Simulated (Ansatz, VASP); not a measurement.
**Two plane-wave programs on BN**

```
CELL_PARAMETERS angstrom
4.38950 0.00000 0.00000
0.00000 4.38950 0.00000
0.00000 0.00000 2.31980
ATOMIC_POSITIONS crystal
B 0.17428 0.82572 0.50000
B 0.32572 0.32572 0.00000
B 0.67428 0.67428 0.00000
B 0.82572 0.17428 0.50000
N 0.81261 0.81261 0.50000
N 0.31261 0.68739 0.00000
N 0.68739 0.31261 0.00000
N 0.18739 0.18739 0.50000
```

Alike in both runs: task single point; functional PBE; k mesh 6 × 6 × 10; occupations gaussian, width 0.05 eV; no spin polarisation.

|  | VASP | Ansatz |
| --- | --- | --- |
| version | VASP 6.6.1 | Ansatz 0.2.0 |
| potentials or method | VASP PAW PBE potentials, release 64 (B, N), cutoff 520 eV | scalar-relativistic, plane waves, PAW |
| valence electrons in the cell | 32 | 32 |

```csv
,VASP,Ansatz,Ansatz less VASP
gap on the k mesh at the Fermi level (eV),4.52,4.53,+0.017
least direct gap on the mesh (eV),6.01,6.02,+0.016
rms of the force components (eV/Å),0.545,0.534,-0.0108
```

Atom by atom the forces differ by 0.011 eV/Å (rms over components). The functional is the same, so the differences come from potentials, cutoffs and numerics.
